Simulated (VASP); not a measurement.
Write the native input for VASP 6.6.1 that does the following.

```
Task                   : single point
Functional             : PBE
Potentials or basis    : VASP PAW PBE potentials, release 64 (P, C)
Cutoff                 : 520 eV
k mesh                 : 6 × 6 × 4
Occupations            : gaussian, width 0.1 eV
Spin                   : no spin polarisation
Dipole correction      : no
Further INCAR settings : ALGO = Normal; EDIFF = 1e-06; NBANDS = 22
```

The structure of PC2 lies in POSCAR:

```
PC2
1.0
    2.8617542475      0.0000000000      0.0000000000
   -1.4308771237      2.4783518777      0.0000000000
    0.0000000000      0.0000000000      7.0037363477
P C
2 4
Direct
    0.0000000000      0.0000000000      0.0000000000
    0.0000000000      0.0000000000      0.5000000000
    0.3333333333      0.6666666667      0.8510057016
    0.3333333333      0.6666666667      0.6489942984
    0.6666666667      0.3333333333      0.1489942984
    0.6666666667      0.3333333333      0.3510057016
```

The input as run:

INCAR

```
SYSTEM = PC2
  ALGO = Normal
  EDIFF = 1E-6
  ENCUT = 520
  GGA = PE
  ISIF = 2
  ISMEAR = 0
  LASPH = .True.
  LCHARG = .False.
  LREAL = .False.
  LWAVE = .False.
  NBANDS = 22
  NELM = 80
  PREC = Accurate
  SIGMA = 0.1
```

KPOINTS

```
k-points
0
Gamma
  6 6 4
  0 0 0
```

Potentials or basis: VASP PAW PBE potentials, release 64 (P, C).

Command:

```bash
$ cat potpaw_PBE.64/P/POTCAR potpaw_PBE.64/C/POTCAR > POTCAR
$ mpirun -np 1 vasp_std > vasp.out
```

Results of the run:

The pressure is -0.1 GPa. The largest force is 0.065 eV/Å. The band gap on the k mesh is zero (band 13 reaches 11.23 eV, above the bottom of band 14 at 8.14 eV).

Caveat: the k points lie up to 0.42 Å⁻¹ apart.

Run time: 19 s on 1 thread of Intel(R) Xeon(R) 6975P-C (Granite Rapids), on a shared host, peak memory 0.17 GiB.
